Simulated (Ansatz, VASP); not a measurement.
Two plane-wave programs on CsPbCl3

Contents of INCAR:

```
SYSTEM = CsPbCl3
  PREC = Accurate
  ENCUT = 520
  EDIFF = 1E-6
  ISMEAR = 0
  SIGMA = 0.05
  LREAL = .FALSE.
  LASPH = .TRUE.
  NELM = 80
  ALGO = Normal
  ISIF = 2
  LWAVE = .FALSE.
  LCHARG = .FALSE.
  GGA = PE
  NBANDS = 30
```

KPOINTS

```
regular mesh
0
G
  6 6 6
  0 0 0
```

Contents of POSCAR:

```
CsPbCl3
1.0
    5.6420868459      0.0000000000      0.0000000000
    0.0000000000      5.6420868459      0.0000000000
    0.0000000000      0.0000000000      5.6420868459
Cs Pb Cl
1 1 3
Direct
    0.0000000000      0.0000000000      0.0000000000
    0.5000000000      0.5000000000      0.5000000000
    0.0000000000      0.5000000000      0.5000000000
    0.5000000000      0.5000000000      0.0000000000
    0.5000000000      0.0000000000      0.5000000000
```

Input for Ansatz:

```yaml
crystal:
  lattice:
    - [5.6420868459, 0.0, 0.0]
    - [0.0, 5.6420868459, 0.0]
    - [0.0, 0.0, 5.6420868459]
  atoms:
    - { symbol: Cs, position: [0.0, 0.0, 0.0] }
    - { symbol: Pb, position: [0.5, 0.5, 0.5] }
    - { symbol: Cl, position: [0.0, 0.5, 0.5] }
    - { symbol: Cl, position: [0.5, 0.5, 0.0] }
    - { symbol: Cl, position: [0.5, 0.0, 0.5] }
basis:
  ecutwfc: 420
  ecutrho_ratio: 4
kpoints:
  mp_grid: { grid: [6, 6, 6] }
hamiltonian:
  xc: pbe
scf:
  occupations: { method: gaussian, width: 0.05 }
output:
  forces: true
  stress: true
  eigenvalues: true
```

Alike in both runs: task single point; functional PBE; k mesh 6 × 6 × 6; occupations gaussian, width 0.05 eV; no spin polarisation.

```csv
,VASP,Ansatz
version,VASP 6.6.1,Ansatz 0.2.0
potentials or method,"VASP PAW PBE potentials, release 64 (Cs_sv, Pb_d, Cl), cutoff 520 eV","scalar-relativistic, plane waves, PAW"
valence electrons in the cell,44,44
```

|  | VASP | Ansatz | Ansatz less VASP |
| --- | --- | --- | --- |
| gap on the k mesh at the Fermi level (eV) | 2.03 | 2.02 | -0.009 |
| least direct gap on the mesh (eV) | 2.03 | 2.02 | -0.009 |
| pressure (GPa) | 1.2 | 1.2 | +0.05 |

With one functional, cell and mesh, what is left measures potentials, basis and numerics.

Spin-orbit coupling is off throughout.
